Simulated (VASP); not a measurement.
Runs of VASP 6.6.1 on PbO2. The structure is that of space group Fm-3m (No. 225), or close to it. The cells are those of the table. 

| level | spin | cell | k mesh | cutoff (eV) | smearing | gap on the mesh (eV) | pressure (GPa) | moment (μB) |
| --- | --- | --- | --- | --- | --- | --- | --- | --- |
| PBE+D4 | off | a = 3.821 Å, angles 60.0°, 3 atoms | 6 × 6 × 6 | 520 | gaussian 0.1 eV | none | -2.8 | - |
| PBE | off | a = 3.821 Å, angles 60.0°, 3 atoms | 6 × 6 × 6 | 520 | gaussian 0.1 eV | none | 0.2 | - |
| PBE | collinear, zero start | a = 3.821 Å, angles 60.0°, 3 atoms | 6 × 6 × 6 | 520 | gaussian 0.1 eV | none | 0.2 | 0.00 |
| PBE | off | a = 3.821 Å, angles 60.0°, 3 atoms | 6 × 6 × 6 | 600 | fermi-dirac 0.032 eV | none | 0.1 | - |
| PBE | off | a = 3.821 Å, angles 60.0°, 3 atoms | 1 × 1 × 1, shifted | 600 | fermi-dirac 0.051704 eV | (b) | (c) | - |
| PBE | off | a = 3.821 Å, angles 60.0°, 3 atoms | 6 × 6 × 6 | 600 | fermi-dirac 0.0861733 eV | none | (a) | - |
| PBEsol | off | a = 3.821 Å, angles 60.0°, 3 atoms | 6 × 6 × 6 | 520 | fermi-dirac 0.016 eV | none | -5.9 | - |
| PBE | collinear, zero start | a = 3.821 Å, angles 60.0°, 3 atoms | 2 × 2 × 2, shifted | 600 | fermi-dirac 0.1 eV | 0.96 | -0.6 | 0.00 |
| PBE | off | a = 3.821 Å, angles 60.0°, 3 atoms | 4 × 4 × 4 | 520 | gaussian 0.1 eV | none | 0.2 | - |
| PBE | off | a = 3.821 Å, angles 60.0°, 3 atoms | 2 × 2 × 2, shifted | 520 | fermi-dirac 0.0680285 eV | 1.93 | 0.0 | - |
| PBE | off | a = 3.476 Å, angles 60.0°, 3 atoms | 6 × 6 × 6 | 520 | gaussian 0.1 eV | none | 78.2 | - |
| PBE | off | a = 3.821 Å, angles 60.0°, 3 atoms | 2 × 2 × 2, shifted | 520 | gaussian 0.1 eV | 1.93 | 0.0 | - |

Alike in all rows: task single point; potentials or basis VASP PAW PBE potentials, release 64 (Pb_d, O).

Q: Fill in the values left out.

A: (a) 0.3; (b) 1.69; (c) -2.6.

Caveats: some runs use coarse meshes; spin-orbit coupling is left out, which moves the levels of the heavy elements; pairwise dispersion overbinds metals, which lowers pressure and volume (some runs); the PAW data sets were made with another functional, which shifts forces and pressure a little (some runs).

A k mesh can miss the band edges, and the runs leave out spin-orbit coupling on Pb.

A gap of «none» marks levels without a gap at the run's occupations.
